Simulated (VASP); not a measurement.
Set up this calculation in VASP 6.6.1, as the native input.

| Quantity | Value |
| --- | --- |
| Task | single point |
| Functional | PBE |
| Potentials or basis | VASP PAW PBE potentials, release 64 (Ba_sv, Sb_d_GW, P) |
| Cutoff | 500 eV |
| k mesh | 4 × 4 × 4 |
| Occupations | fermi-dirac, width 0.1 eV |
| Spin | no spin polarisation |
| Dipole correction | no |
| Further INCAR settings | ALGO = Normal; EDIFF = 1e-06; NBANDS = 33 |

The structure of Ba3SbP lies in POSCAR:

```
Ba3SbP
1.0
    6.1131770000      0.0000000000      0.0000000000
    0.0000000000      6.1131770000      0.0000000000
    0.0000000000      0.0000000000      6.1131770000
Ba Sb P
3 1 1
Direct
    0.5000000000      0.5000000000      0.0000000000
    0.5000000000      0.0000000000      0.5000000000
    0.0000000000      0.5000000000      0.5000000000
    0.0000000000      0.0000000000      0.0000000000
    0.5000000000      0.5000000000      0.5000000000
```

These files were run (other wordings do the same):

INCAR

```
PREC = Accurate ; ENCUT = 500
EDIFF = 1E-6 ; ISMEAR = -1
SIGMA = 0.1 ; LREAL = F
LASPH = T ; NELM = 120
ALGO = Normal ; ISIF = 2
LWAVE = F ; LCHARG = T
GGA = PE ; LELF = T
LVHAR = T ; NBANDS = 33
GGA_COMPAT = F
```

KPOINTS

```
Automatic mesh
0
Gamma
  4 4 4
```

Potentials or basis: VASP PAW PBE potentials, release 64 (Ba_sv, Sb_d_GW, P).

Launch:

```console
$ cat potpaw_PBE.64/Ba_sv/POTCAR potpaw_PBE.64/Sb_d_GW/POTCAR potpaw_PBE.64/P/POTCAR > POTCAR
$ mpirun -np 1 vasp_std > vasp.out
```

Results of the run:

- Pressure: -0.1 GPa
- Band gap on the k mesh: 0.29 eV

Caveat: spin-orbit coupling is left out, which moves the levels of the heavy elements.

It took 55 s on 1 thread of Intel(R) Xeon(R) 6975P-C (Granite Rapids), on a shared host, peak memory 0.37 GiB.
